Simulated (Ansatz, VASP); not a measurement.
Ir in VASP and in Ansatz

```
Ir
1.0
     2.56131    0.00000    0.00000
     0.00000    2.56131    0.00000
     0.00000    0.00000    2.56131
Ir
1
Direct
  0.00000 0.00000 0.00000
```

Alike in both runs: task single point; functional LDA; k mesh 14 × 14 × 14; occupations fermi-dirac, width 0.1 eV; no spin polarisation.

|  | VASP | Ansatz |
| --- | --- | --- |
| version | VASP 6.6.1 | Ansatz 0.2.0 |
| potentials or method | VASP PAW LDA potentials, release 64 (Ir), cutoff 520 eV | plane waves (420 eV) with PAW, scalar-relativistic |
| valence electrons in the cell | 9 | 17 |

Ansatz gave:

* pressure (GPa): -10.8

Task: Which values does VASP return?

Result: Pressure (GPa): -9.5.

Ansatz warns that its potentials were made for another functional, while VASP's fit it. LDA's correlation is that of Perdew and Zunger in VASP and of Perdew and Wang (1992) in Ansatz. VASP's potentials hold 9 valence electrons a cell and Ansatz's 17, so a difference there can come from the potentials and not from the codes.

Spin-orbit coupling is off throughout.
